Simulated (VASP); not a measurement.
A run of VASP 6.6.1:

File INCAR:

```
SYSTEM = HgTe
ALGO = Normal ; EDIFF = 1E-7
ENCUT = 520 ; GGA = PE
ISIF = 2 ; ISMEAR = -1
LASPH = .True. ; LCHARG = .False.
LREAL = .False. ; LWAVE = .False.
NBANDS = 16 ; NELM = 100
PREC = Accurate ; SIGMA = 0.05
```

KPOINTS

```
k-points
0
Gamma
  11 11 11
  0 0 0
```

File POSCAR:

```
HgTe
1.0
    3.4104789185      0.0000000000      0.0000000000
    0.0000000000      3.4104789185      0.0000000000
    0.0000000000      0.0000000000      3.4104789185
Hg Te
1 1
Direct
    0.0000000000      0.0000000000      0.0000000000
    0.5000000000      0.5000000000      0.5000000000
```

Potentials or basis: VASP PAW PBE potentials, release 64 (Hg, Te).

The run is started by

```console
$ cat potpaw_PBE.64/Hg/POTCAR potpaw_PBE.64/Te/POTCAR > POTCAR
$ mpirun -np 1 vasp_std > vasp.out
```

Hardware: 1 thread of Intel Xeon 8259CL (shared host).

Question: How long does it take, and how much memory?

Answer: It took 34 s on 1 thread of Intel Xeon 8259CL, on a shared host, peak memory 0.18 GiB. Counts: scf iterations 12, k points 56.
